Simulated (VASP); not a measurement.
**Y: relaxation of cell and atoms with LDA**

Crystal: Y.

```
Y
1.0
     3.65000    0.00000    0.00000
    -1.82500    3.16099    0.00000
     0.00000    0.00000    5.73415
Y
2
Direct
  0.33333 0.66667 0.75000
  0.66667 0.33333 0.25000
```

* Program: VASP 6.6.1
* Task: relaxation of cell and atoms
* Functional: LDA
* Potentials or basis: VASP PAW LDA potentials, release 64 (Y_sv)
* Cutoff: 600 eV
* k mesh: 14 × 14 × 8
* Occupations: gaussian, width 0.05 eV
* Spin: no spin polarisation
* Dipole correction: no
* Further INCAR settings: ALGO = Normal; EDIFF = 1e-06; IBRION = 2; EDIFFG = -0.01; NSW = 80; ISIF = 3

```yaml
Relaxed_volume: 29.80 Å³/atom
Relaxed_cell: a = 3.540 Å, b = 3.540 Å, c = 5.492 Å, α = 90.00°, β = 90.00°, γ = 120.00°
Space_group_after_relaxing_to_0.05_Å: P6_3/mmc (No. 194)
Energy_gained_by_relaxing: 44.5 meV/atom
Ionic_steps: 7
Pressure_after_relaxing: 0.0 GPa
Band_gap_on_the_k_mesh: zero (band 11 reaches 4.69 eV, above the bottom of band 12 at 2.86 eV)
```

Step by step:
```
step  energy change (eV)  largest force (eV/Å)  pressure (GPa)  volume (Å³)
   1              0.0000                0.0000           -4.00        66.16
   2             -0.0861                0.0000            0.88        58.57
   3             -0.0889                0.0000            0.03        59.62
   4             -0.0888                0.0000           -0.08        59.74
   5             -0.0890                0.0000           -0.09        59.76
   6             -0.0890                0.0000           -0.09        59.77
   7             -0.0890                0.0000            0.03        59.61
```

Final structure:
```cif
data_structure
_symmetry_space_group_name_H-M 'P 1'
_symmetry_Int_Tables_number 1
_cell_length_a 3.5401
_cell_length_b 3.5401
_cell_length_c 5.4918
_cell_angle_alpha 90.000
_cell_angle_beta 90.000
_cell_angle_gamma 120.000
_cell_volume 59.61
loop_
_atom_site_label
_atom_site_type_symbol
_atom_site_fract_x
_atom_site_fract_y
_atom_site_fract_z
_atom_site_occupancy
Y1 Y 0.33333 0.66667 0.75000 1
Y2 Y 0.66667 0.33333 0.25000 1
```

Levels at points of the mesh, in eV from the Fermi level:
```tsv
k point	band 9	band 10	band 11	band 12	band 13	band 14
(0.00, 0.00, 0.00)	-4.82	-2.03	1.37	1.74	1.74	2.19
(0.50, 0.00, 0.00)	-1.73	-1.40	-0.97	0.08	1.40	1.59
(0.00, 0.00, 0.50)	-3.24	-3.24	1.01	1.01	1.64	1.64
(0.50, 0.00, 0.50)	-1.82	-1.82	0.04	0.04	1.69	1.69
```

It took 12 min on 1 thread of Oxide Virtual Turin-like Processor, with other jobs on the host, peak memory 0.26 GiB.
